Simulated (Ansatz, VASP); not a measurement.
Two plane-wave programs on CaTiS2

The input INCAR:

```
PREC = Accurate
ENCUT = 520
EDIFF = 1E-7
ISMEAR = -1
SIGMA = 0.05
LREAL = False
LASPH = True
NELM = 80
ALGO = Normal
ISIF = 2
LWAVE = False
LCHARG = False
GGA = PE
NBANDS = 25
```

File KPOINTS:

```
regular mesh
0
Gamma
  8 8 4
```

Contents of POSCAR:

```
CaTiS2
1.0
    3.7166293487      0.0000000000      0.0000000000
   -1.8583146743      3.2186954324      0.0000000000
    0.0000000000      0.0000000000      6.6697993171
Ti Ca S
1 1 2
Direct
    0.0000000000      0.0000000000      0.0000000000
    0.0000000000      0.0000000000      0.5000000000
    0.6666666667      0.3333333333      0.2196630000
    0.3333333333      0.6666666667      0.7803370000
```

File input.yaml:

```yaml
crystal:
  lattice:
    - [3.7166293487, 0.0, 0.0]
    - [-1.8583146743, 3.2186954324, 0.0]
    - [0.0, 0.0, 6.6697993171]
  atoms:
    - { symbol: Ti, position: [0.0, 0.0, 0.0] }
    - { symbol: Ca, position: [0.0, 0.0, 0.5] }
    - { symbol: S, position: [0.6666666667, 0.3333333333, 0.219663] }
    - { symbol: S, position: [0.3333333333, 0.6666666667, 0.780337] }
hamiltonian:
  xc: pbe
  pseudopotentials: { kind: paw }
kpoints:
  mp_grid: { grid: [8, 8, 4] }
scf:
  occupations: { method: fermi_dirac, width: 0.05 }
output:
  forces: true
  stress: true
  eigenvalues: true
```

Alike in both runs: task single point; functional PBE; k mesh 8 × 8 × 4; occupations fermi-dirac, width 0.05 eV; no spin polarisation.

|  | VASP | Ansatz |
| --- | --- | --- |
| version | VASP 6.6.1 | Ansatz 0.2.0 |
| potentials or method | VASP PAW PBE potentials, release 64 (Ti_sv, Ca_sv, S) | Ansatz PAW |
| plane-wave cutoff (eV) | 520 | 420 |
| valence electrons in the cell | 34 | 34 |

```tsv
	VASP	Ansatz	Ansatz less VASP
gap on the k mesh at the Fermi level (eV)	none	none	-
pressure (GPa)	-4.1	-4.2	-0.11
traceless stress, the component that is largest in VASP (GPa)	-0.59	-0.64	-0.048
rms of the force components (eV/Å)	0.030	0.025	-0.0043
```

Atom by atom the forces differ by 0.004 eV/Å (rms over components). A gap of «none» marks a metal or a gap that the smearing closes. With one functional, cell and mesh, what is left measures potentials, basis and numerics.
